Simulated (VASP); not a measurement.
A run of VASP 6.6.1:

INCAR

```
SYSTEM = AlRu
PREC     = Accurate       ! precision mode
ENCUT    = 520            ! plane-wave cutoff, eV
EDIFF    = 1E-6           ! SCF threshold, eV
ISMEAR   = 0              ! smearing method
SIGMA    = 0.15           ! smearing width, eV
LREAL    = .False.        ! projectors in reciprocal space
LASPH    = .True.         ! aspherical terms in the spheres
NELM     = 60             ! most SCF steps
ALGO     = Fast           ! electronic algorithm
ISIF     = 2              ! what is computed and relaxed
LWAVE    = .False.        ! write WAVECAR
LCHARG   = .False.        ! write CHGCAR
GGA      = PE             ! functional
NBANDS   = 16             ! bands
```

Contents of KPOINTS:

```
Automatic mesh
0
Gamma
  16 16 16
  0 0 0
```

The input POSCAR:

```
AlRu
1.0
    2.9467260000      0.0000000000      0.0000000000
    0.0000000000      2.9467260000      0.0000000000
    0.0000000000      0.0000000000      3.0813480000
Al Ru
1 1
Direct
    0.0000000000      0.0000000000      0.0000000000
    0.5000000000      0.5000000000      0.5000000000
```

Potentials or basis: VASP PAW PBE potentials, release 64 (Al, Ru_pv).

Run with:

```console
$ cat potpaw_PBE.64/Al/POTCAR potpaw_PBE.64/Ru_pv/POTCAR > POTCAR
$ mpirun -np 1 vasp_std > vasp.out
```

Hardware: 1 thread of Intel(R) Xeon(R) Platinum 8488C (Sapphire Rapids) (shared host).

Task: Estimate the wall time of this run.

Result: Wall time 59 s on 1 thread of Intel(R) Xeon(R) Platinum 8488C (Sapphire Rapids) (shared host), peak memory 0.27 GiB. Counts: scf iterations 12, k points 405.
